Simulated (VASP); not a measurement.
# BP (v.br) (F-43m) in VASP: notebook

Runs on BP (v.br). Level: PBE. Tasks: single point.

Program: VASP 6.6.1. These are calculated values, not measurements. Logs are shortened: lines on timing, memory, paths and dates and some standing lists are left out, and cuts for length are marked.

## Step 1: The cell of the first run

The structure is cubic, space group F-43m (No. 216). Conventional cell: a = 4.520 Å, b = 4.520 Å, c = 4.520 Å, α = 90.00°, β = 90.00°, γ = 90.00°. B (site symmetry -43m) has 4 P at 1.96 Å within 2.6 Å. P (site symmetry -43m) has 4 B at 1.96 Å within 2.6 Å.

## Step 2: Single point, PBE

INCAR

```
ALGO = Normal
EDIFF = 1E-6
ENCUT = 500
GGA = PE
GGA_COMPAT = False
ISIF = 2
ISMEAR = 0
LASPH = True
LCHARG = True
LELF = True
LREAL = False
LVHAR = True
LWAVE = False
NBANDS = 11
NELM = 120
PREC = Accurate
SIGMA = 0.02
```

KPOINTS

```
k-points
0
Gamma
  10 10 10
```

POSCAR

```
BP
1.0
    0.0000000000      2.2600000000      2.2600000000
    2.2600000000      0.0000000000      2.2600000000
    2.2600000000      2.2600000000      0.0000000000
B P
1 1
Direct
    0.0000000000      0.0000000000      0.0000000000
    0.2500000000      0.2500000000      0.2500000000
```

Potentials or basis: VASP PAW PBE potentials, release 64 (B, P).

The run is started by

```console
$ cat potpaw_PBE.64/B/POTCAR potpaw_PBE.64/P/POTCAR > POTCAR
$ mpirun -np 1 vasp_std > vasp.out
```

OUTCAR:

```text
EDIFF = 1E-6
   ENCUT = 500
   GGA = PE
   ISIF = 2
   ISMEAR = 0
   LASPH = True
   LREAL = False
   NELM = 120
   PREC = Accurate

 ion  position               nearest neighbor table
   1  0.000  0.000  0.000-   2 1.96   2 1.96   2 1.96   2 1.96
   2  0.250  0.250  0.250-   1 1.96   1 1.96   1 1.96   1 1.96

  LATTYP: Found a face centered cubic cell.
 ALAT       =     4.5200000000

  Lattice vectors:

 A1 = (   0.0000000000,   2.2600000000,   2.2600000000)
 A2 = (   2.2600000000,   0.0000000000,   2.2600000000)
 A3 = (   2.2600000000,   2.2600000000,   0.0000000000)

Analysis of symmetry for initial positions (statically):
=====================================================================
 Subroutine PRICEL returns:
 Original cell was already a primitive cell.

 Routine SETGRP: Setting up the symmetry group for a
 face centered cubic supercell.

 Subroutine GETGRP returns: Found 24 space group operations
 (whereof 24 operations were pure point group operations)
 out of a pool of 48 trial point group operations.

The static configuration has the point symmetry T_d .

Analysis of symmetry for dynamics (positions and initial velocities):
=====================================================================
 Subroutine PRICEL returns:
 Original cell was already a primitive cell.

 Routine SETGRP: Setting up the symmetry group for a
 face centered cubic supercell.

 Subroutine GETGRP returns: Found 24 space group operations
 (whereof 24 operations were pure point group operations)
 out of a pool of 48 trial point group operations.

The dynamic configuration has the point symmetry T_d .

 Subroutine INISYM returns: Found 24 space group operations
 (whereof 24 operations are pure point group operations),
 and found     1 'primitive' translations

----------------------------------------------------------------------------------------

                                     Primitive cell

  volume of cell :      23.0864

  direct lattice vectors                    reciprocal lattice vectors
     0.000000000  2.260000000  2.260000000    -0.221238938  0.221238938  0.221238938
     2.260000000  0.000000000  2.260000000     0.221238938 -0.221238938  0.221238938
     2.260000000  2.260000000  0.000000000     0.221238938  0.221238938 -0.221238938

  length of vectors
     3.196122651  3.196122651  3.196122651     0.383197081  0.383197081  0.383197081

  position of ions in fractional coordinates (direct lattice)
     0.000000000  0.000000000  0.000000000
     0.250000000  0.250000000  0.250000000

  ion indices of the primitive-cell ions
   primitive index   ion index
                 1           1
                 2           2

----------------------------------------------------------------------------------------

 KPOINTS: k-points

Automatic generation of k-mesh.
 Grid dimensions read from file:
 generate k-points for:   10   10   10

 Generating k-lattice:

  Cartesian coordinates                     Fractional coordinates (reciprocal lattice)
    -0.022123894  0.022123894  0.022123894     0.100000000  0.000000000  0.000000000
     0.022123894 -0.022123894  0.022123894     0.000000000  0.100000000  0.000000000
     0.022123894  0.022123894 -0.022123894     0.000000000  0.000000000  0.100000000

  Length of vectors
     0.038319708  0.038319708  0.038319708

  Shift w.r.t. Gamma in fractional coordinates (k-lattice)
     0.000000000  0.000000000  0.000000000

 Subroutine IBZKPT returns following result:
 ===========================================

 Found     47 irreducible k-points:

 Following reciprocal coordinates:
            Coordinates               Weight
  0.000000  0.000000  0.000000      1.000000
  0.100000  0.000000  0.000000      8.000000
  0.200000  0.000000  0.000000      8.000000
  0.300000  0.000000  0.000000      8.000000
  0.400000  0.000000  0.000000      8.000000
  0.500000  0.000000  0.000000      4.000000
[... 16 lines left out ...]
  0.300000  0.300000  0.000000      6.000000
  0.400000  0.300000  0.000000     24.000000
 [... further k-points ...]
   k-points           NKPTS =     47   k-points in BZ     NKDIM =     47   number of bands    NBANDS=     11
   number of dos      NEDOS =    301   number of ions     NIONS =      2
   total plane-waves  NPLWV =  13824
   dimension x,y,z NGX =    24 NGY =   24 NGZ =   24
   dimension x,y,z NGXF=    48 NGYF=   48 NGZF=   48
   ions per type =               1   1
   NGX,Y,Z   is equivalent  to a cutoff of  12.48, 12.48, 12.48 a.u.
   NGXF,Y,Z  is equivalent  to a cutoff of  24.97, 24.97, 24.97 a.u.
 SYSTEM =  unknown system
   PREC   = accura    normal or accurate (medium, high low for compatibility)
   ISTART =      0    job   : 0-new  1-cont  2-samecut
   ICHARG =      2    charge: 1-file 2-atom 10-const
   ISPIN  =      1    spin polarized calculation?
   LNONCOLLINEAR =      F non collinear calculations
   LSORBIT =      F    spin-orbit coupling
   LASPH  =      T    aspherical Exc in radial PAW
   ENCUT  =  500.0 eV  36.75 Ry    6.06 a.u.   5.83  5.83  5.83*2*pi/ulx,y,z
   NELM   =    120;   NELMIN=  2; NELMDL= -5     # of ELM steps
   EDIFF  = 0.1E-05   stopping-criterion for ELM
   LREAL  =      F    real-space projection
   EDIFFG = 0.1E-04   stopping-criterion for IOM
   NSW    =      0    number of steps for IOM
   IBRION =     -1    ionic relax: 0-MD 1-quasi-New 2-CG
   NFREE  =      0    steps in history (QN), initial steepest desc. (CG)
   ISIF   =      2    stress and relaxation
   ISYM   =      2    0-nonsym 1-usesym 2-fastsym
   POTIM  = 0.5000    time-step for ionic-motion
   TEBEG  =    0.0;   TEEND  =   0.0 temperature during run
   PSTRESS=    0.0 pullay stress
   NELECT =       8.0000    total number of electrons
   NUPDOWN=      -1.0000    fix difference up-down
   EMIN   =  10.00;   EMAX   =-10.00  energy-range for DOS
   EFERMI =   0.00;   METHOD = LEGACY
   ISMEAR =     0;   SIGMA  =   0.02  broadening in eV -4-tet -1-fermi 0-gaus
   EFERMI_NEDOS =   21; number of points for ismear=-14 and -15
   IALGO  =     38    algorithm
   IMIX   =      4    mixing-type and parameters
     AMIX     =   0.40;   BMIX     =  1.00
     AMIX_MAG =   1.60;   BMIX_MAG =  1.00
  volume/ion in A,a.u.               =      11.54        77.90
  Fermi-wavevector in a.u.,A,eV,Ry     =   1.149881  2.172961 17.989994  1.322227
  Thomas-Fermi vector in A             =   2.286549
   LORBIT       =      0    0 simple, 1 ext, 2 COOP (PROOUT), +10 PAW based schemes
   GGA     = PE    functional components
   LHFCALC =     F    Hartree Fock is set to
   AEXX    =    0.0000 exact exchange contribution
   IVDW    =     0    specifies the selected vdW correction
   LEPSILON=     F    determine dielectric tensor
   LRPA    =     F    only Hartree local field effects (RPA)
 non-spin polarized calculation
 Gauss-broadening in eV      SIGMA  =   0.02
  energy-cutoff  :      500.00
  volume of cell :       23.09
 maximum number of plane-waves:       600
   NGX = 11   NGY = 11   NGZ = 11

 number of electron       8.0000001 magnetization

 Free energy of the ion-electron system (eV)
  ---------------------------------------------------
  ext. energy  EPLUGINS =         0.00000000
  ---------------------------------------------------
  free energy    TOTEN  =       -12.92675195 eV

  energy without entropy =      -12.92675195  energy(sigma->0) =      -12.92675195

 E-fermi :   7.7287     XC(G=0): -10.9586

 val. band max:        7.5748173365   @ k =   0.0000   0.0000   0.0000
 cond. band min:       8.7974876535   @ k =   0.4000   0.4000   0.0000
 fundamental gap:      1.2226703169
 Fermi energy:         7.7287161937

 k-point     1 :       0.0000    0.0000    0.0000
  band No.  band energies     occupation
      1      -7.9926      2.00000
      2       7.5748      2.00000
      3       7.5748      2.00000
      4       7.5748      2.00000
      5      10.9931      0.00000
      6      10.9931      0.00000
      7      10.9931      0.00000
      8      15.1312      0.00000
      9      19.1684      0.00000
     10      19.7375      0.00000
     11      19.7375      0.00000

 k-point     2 :       0.1000    0.0000    0.0000
  band No.  band energies     occupation
      1      -7.8107      2.00000
      2       6.2642      2.00000
      3       7.2768      2.00000
      4       7.2768      2.00000
      5      11.4057      0.00000
      6      11.4057      0.00000
      7      11.4418      0.00000
      8      15.6397      0.00000
      9      19.0457      0.00000
     10      19.0457      0.00000
     11      19.7436      0.00000

 k-point     3 :       0.2000    0.0000    0.0000
  band No.  band energies     occupation
      1      -7.2716      2.00000
      2       3.9048      2.00000
      3       6.7127      2.00000
      4       6.7127      2.00000
      5      11.6605      0.00000
      6      12.1301      0.00000
      7      12.1301      0.00000
      8      16.7775      0.00000
      9      18.4403      0.00000
     10      18.4403      0.00000
     11      20.6084      0.00000

 k-point     4 :       0.3000    0.0000    0.0000
  band No.  band energies     occupation
      1      -6.4050      2.00000
      2       1.5247      2.00000
      3       6.2198      2.00000
      4       6.2198      2.00000
      5      11.5795      0.00000
      6      12.4533      0.00000
      7      12.4533      0.00000
      8      17.6377      0.00000
      9      19.0303      0.00000
     10      19.0303      0.00000
     11      20.8900      0.00000
[... 239 lines left out ...]
 k-point    22 :      -0.2000    0.2000    0.0000
  band No.  band energies     occupation
      1      -6.1105      2.00000
      2       2.2973      2.00000
      3       3.3564      2.00000
      4       6.3211      2.00000
      5      12.0790      0.00000
      6      12.9227      0.00000
      7      14.0141      0.00000
      8      15.9975      0.00000
      9      17.0863      0.00000
     10      21.2813      0.00000
     11      23.5382      0.00000

 k-point    23 :       0.3000    0.3000    0.0000
  band No.  band energies     occupation
      1      -5.8562      2.00000
      2       2.7305      2.00000
      3       4.3192      2.00000
      4       4.3192      2.00000
      5       9.0897      0.00000
      6      11.4793      0.00000
      7      16.5151      0.00000
      8      16.5151      0.00000
      9      20.7913      0.00000
     10      22.0132      0.00000
     11      24.2675      0.00000

 k-point    24 :       0.4000    0.3000    0.0000
  band No.  band energies     occupation
      1      -5.0215      2.00000
      2       1.3887      2.00000
      3       3.4816      2.00000
      4       4.0220      2.00000
      5       9.3768      0.00000
      6      11.1943      0.00000
      7      17.1379      0.00000
      8      17.1422      0.00000
      9      21.7159      0.00000
     10      22.9048      0.00000
     11      24.8052      0.00000

 [... further k-points ...]

------------------------ aborting loop because EDIFF is reached ----------------------------------------

  FORCE on cell =-STRESS in cart. coord.  units (eV):
  Direction    XX          YY          ZZ          XY          YZ          ZX
  --------------------------------------------------------------------------------------
  -------------------------------------------------------------------------------------
  Total        0.4199806      0.4199806      0.4199806     -0.0000000      0.0000000     -0.0000000
  in kB       29.1463725     29.1463725     29.1463725     -0.0000000      0.0000000     -0.0000000
  external PRESSURE =      29.1463725 kB  Pullay stress =       0.0000000 kB

 VOLUME and BASIS-vectors are now :
 -----------------------------------------------------------------------------
  energy-cutoff  :      500.00
  volume of cell :       23.09
      direct lattice vectors                 reciprocal lattice vectors
     0.000000000  2.260000000  2.260000000    -0.221238938  0.221238938  0.221238938
     2.260000000  0.000000000  2.260000000     0.221238938 -0.221238938  0.221238938
     2.260000000  2.260000000  0.000000000     0.221238938  0.221238938 -0.221238938

 POSITION                                       TOTAL-FORCE (eV/Angst)
 -----------------------------------------------------------------------------------
      0.00000      0.00000      0.00000        -0.000000     -0.000000     -0.000000
      1.13000      1.13000      1.13000         0.000000      0.000000      0.000000
 -----------------------------------------------------------------------------------
    total drift:                                0.000000      0.000000      0.000000

  FREE ENERGIE OF THE ION-ELECTRON SYSTEM (eV)
  ---------------------------------------------------
  free  energy   TOTEN  =       -12.9267519527 eV

  energy  without entropy=      -12.9267519527  energy(sigma->0) =      -12.92675195
```

Run time: 15 s. Hardware: 1 thread of Intel Xeon 8259CL, shared host; peak memory 0.14 GiB.

What came out:

```yaml
Free_energy: -12.9268 eV
Pressure: 2.9 GPa
Band_gap_on_the_k_mesh: 1.22 eV, indirect (least direct gap 3.42 eV)
```

A k mesh can miss the band edges. A hybrid or GW would open this gap; PBE tends to underestimate it.

## Step 3: Single point, PBE

INCAR

```
SYSTEM = BP
ALGO     = Normal         ! electronic algorithm
EDIFF    = 1E-6           ! SCF threshold, eV
ENCUT    = 500            ! plane-wave cutoff, eV
GGA      = PE             ! functional
GGA_COMPAT= .FALSE.      
ISIF     = 2              ! what is computed and relaxed
ISMEAR   = 0              ! smearing method
LASPH    = .TRUE.         ! aspherical terms in the spheres
LCHARG   = .FALSE.        ! write CHGCAR
LREAL    = .FALSE.        ! projectors in reciprocal space
LWAVE    = .FALSE.        ! write WAVECAR
NBANDS   = 11             ! bands
NELM     = 120            ! most SCF steps
PREC     = Accurate       ! precision mode
SIGMA    = 0.02           ! smearing width, eV
```

KPOINTS

```
k-points
0
G
  10 10 10
  0 0 0
```

POSCAR is that of step 2.

Potentials or basis: VASP PAW PBE potentials, release 64 (B, P).

The run is started by

```console
$ cat potpaw_PBE.64/B/POTCAR potpaw_PBE.64/P/POTCAR > POTCAR
$ mpirun -np 1 vasp_std > vasp.out
```

Run time: 13 s. Hardware: 1 thread of Intel Xeon 8259CL, shared host; peak memory 0.14 GiB.

The run converged. Its results:

* Free energy: -12.9268 eV
* Pressure: 2.9 GPa
* Band gap on the k mesh: 1.22 eV, indirect (least direct gap 3.42 eV)

Levels at points of the mesh, in eV from the valence-band top:
| k point | band 2 | band 3 | band 4 | band 5 | band 6 | band 7 |
| --- | --- | --- | --- | --- | --- | --- |
| (0.00, 0.00, 0.00) | 0.00 | 0.00 | 0.00 | 3.42 | 3.42 | 3.42 |
| (0.50, 0.00, 0.00) | -9.12 | -1.77 | -1.77 | 3.85 | 4.72 | 4.72 |
| (0.50, 0.50, 0.00) | -8.64 | -4.16 | -4.16 | 1.31 | 1.65 | 12.24 |

A k mesh can miss the band edges.
